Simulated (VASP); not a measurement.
C: single point with r2SCAN

C:

```
C
1.0
     2.11521   -4.35931    0.00000
     2.11521    4.35931    0.00000
     0.00000    0.00000    2.49960
C
8
Cartesian
  3.4470 1.4524 0.0000
  0.7835 -1.4524 0.0000
  0.7835 1.4524 0.0000
  3.4470 -1.4524 0.0000
  1.3349 -0.7775 1.2498
  2.8955 0.7775 1.2498
  2.8955 -0.7775 1.2498
  1.3349 0.7775 1.2498
```

```json
{"Program": "VASP 6.6.1", "Task": "single point", "Functional": "r2SCAN", "Potentials or basis": "VASP PAW PBE potentials, release 64 (C)", "Cutoff": "520 eV", "k mesh": "6 × 6 × 9", "Occupations": "fermi-dirac, width 0.05 eV", "Spin": "no spin polarisation"}
```

| Quantity | Value |
| --- | --- |
| Pressure | 4.2 GPa |
| Largest force | 0.050 eV/Å |
| Band gap on the k mesh | 3.54 eV (least direct gap 5.35 eV) |

Forces on the atoms (eV/Å):
```
C    0.014 -0.004  0.000
C   -0.014  0.004  0.000
C   -0.014 -0.004  0.000
C    0.014  0.004  0.000
C   -0.045 -0.023  0.000
C    0.045  0.023  0.000
C    0.045 -0.023  0.000
C   -0.045  0.023  0.000
```

Stress tensor (GPa, compression positive):
```
4.37 0.00 0.00
0.00 4.13 0.00
0.00 0.00 3.97
```

Levels at points of the mesh, in eV from the valence-band top:
| k point | band 13 | band 14 | band 15 | band 16 | band 17 | band 18 | band 19 | band 20 |
| --- | --- | --- | --- | --- | --- | --- | --- | --- |
| (0.00, 0.00, 0.00) | -2.25 | -2.12 | -1.94 | -1.28 | 4.88 | 5.10 | 5.33 | 5.54 |
| (0.50, 0.00, 0.00) | -4.03 | -3.02 | -2.82 | -2.54 | 5.21 | 6.37 | 6.45 | 7.20 |
| (0.50, 0.50, 0.00) | -3.36 | -0.30 | -0.19 | 0.00 | 5.36 | 5.59 | 6.37 | 7.11 |

Wall time 5.6 min on 1 thread of AMD EPYC 7R43 64-Core Processor (Zen 3), on a shared host, peak memory 0.15 GiB.

Caveat: the cell stands under pressure; the PAW data sets were made with another functional, which shifts forces and pressure a little; an odd mesh through Γ misses points on the zone boundary, where band edges can lie.
